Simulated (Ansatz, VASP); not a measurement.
**HfS2: VASP beside Ansatz**

Contents of INCAR:

```
PREC = Accurate
ENCUT = 400
EDIFF = 1E-6
ISMEAR = 0
SIGMA = 0.05
LREAL = F
LASPH = T
NELM = 120
ALGO = Normal
ISIF = 2
LWAVE = F
LCHARG = T
LDIPOL = T
IDIPOL = 3
DIPOL = 0.5 0.5 0.255
GGA = PE
IVDW = 12
LELF = T
LVHAR = T
LVACPOTAV = T
NBANDS = 18
GGA_COMPAT = F
NELMDL = -8
```

KPOINTS

```
Automatic mesh
0
Gamma
  9 9 1
```

The input POSCAR:

```
HfS2
1.0
    3.6183522346      0.0000000000      0.0000000000
   -1.8091761173      3.1335849550      0.0000000000
    0.0000000000      0.0000000000     23.3215597949
S Hf
2 1
Direct
    0.6666666667      0.3333333333      0.1929545039
    0.3333333333      0.6666666667      0.3177651908
    0.0000000000      0.0000000000      0.2553598473
```

Input for Ansatz:

```yaml
crystal:
  lattice:
    - [3.6183522346, 0.0, 0.0]
    - [-1.8091761173, 3.133584955, 0.0]
    - [0.0, 0.0, 23.3215597949]
  atoms:
    - { symbol: S, position: [0.6666666667, 0.3333333333, 0.1929545039] }
    - { symbol: Hf, position: [0.0, 0.0, 0.2553598473] }
    - { symbol: S, position: [0.3333333333, 0.6666666667, 0.3177651908] }
basis:
  ecutwfc: 420
kpoints:
  mp_grid: { grid: [9, 9, 1] }
hamiltonian:
  xc: pbe
  pseudopotentials: { kind: paw, azcp: { folder: soft_1 } }
  dispersion: d3bj
scf:
  occupations: { method: gaussian, width: 0.05 }
output:
  forces: true
  eigenvalues: true
efield:
  axis: 3
  dipole_correction: true
  ramp_width: 0.04
```

Alike in both runs: task single point; functional PBE; dispersion D3(BJ); k mesh 9 × 9 × 1; occupations gaussian, width 0.05 eV; no spin polarisation.

|  | VASP | Ansatz |
| --- | --- | --- |
| version | VASP 6.6.1 | Ansatz 0.2.0 |
| potentials or method | VASP PAW PBE potentials, release 64 (S, Hf_pv), cutoff 400 eV | scalar-relativistic, plane waves, PAW |
| valence electrons in the cell | 22 | 38 |

```csv
,VASP,Ansatz,Ansatz less VASP
gap on the k mesh at the Fermi level (eV),1.25,1.23,-0.016
least direct gap on the mesh (eV),2.08,2.06,-0.020
rms of the force components (eV/Å),0.030,0.000,-0.0303
```

VASP's potentials hold 22 valence electrons a cell and Ansatz's 38, so a difference there can come from the potentials and not from the codes.

Spin-orbit coupling is off throughout.
